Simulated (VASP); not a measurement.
Here is a VASP 6.6.1 calculation.

INCAR

```
  ALGO = Normal
  EDIFF = 1E-6
  ENCUT = 520
  GGA = PE
  ISIF = 2
  ISMEAR = -1
  LASPH = True
  LCHARG = False
  LREAL = False
  LWAVE = False
  NBANDS = 16
  NELM = 100
  PREC = Accurate
  SIGMA = 0.05
```

The input KPOINTS:

```
k-points
0
Gamma
  12 12 12
```

POSCAR

```
BiB
1.0
    0.0000000000      2.6380753148      2.6380753148
    2.6380753148      0.0000000000      2.6380753148
    2.6380753148      2.6380753148      0.0000000000
B Bi
1 1
Direct
    0.0000000000      0.0000000000      0.0000000000
    0.5000000000      0.5000000000      0.5000000000
```

Potentials or basis: VASP PAW PBE potentials, release 64 (B, Bi_d).

The run is started by

```console
$ cat potpaw_PBE.64/B/POTCAR potpaw_PBE.64/Bi_d/POTCAR > POTCAR
$ mpirun -np 1 vasp_std > vasp.out
```

(1) Estimate the pressure.

(2) Estimate the band gap on the k mesh.

Results:

(1) 0.0 GPa.

(2) zero (band 9 reaches 9.24 eV, above the bottom of band 10 at 5.24 eV).

Caveat: spin-orbit coupling is left out, which moves the levels of the heavy elements.
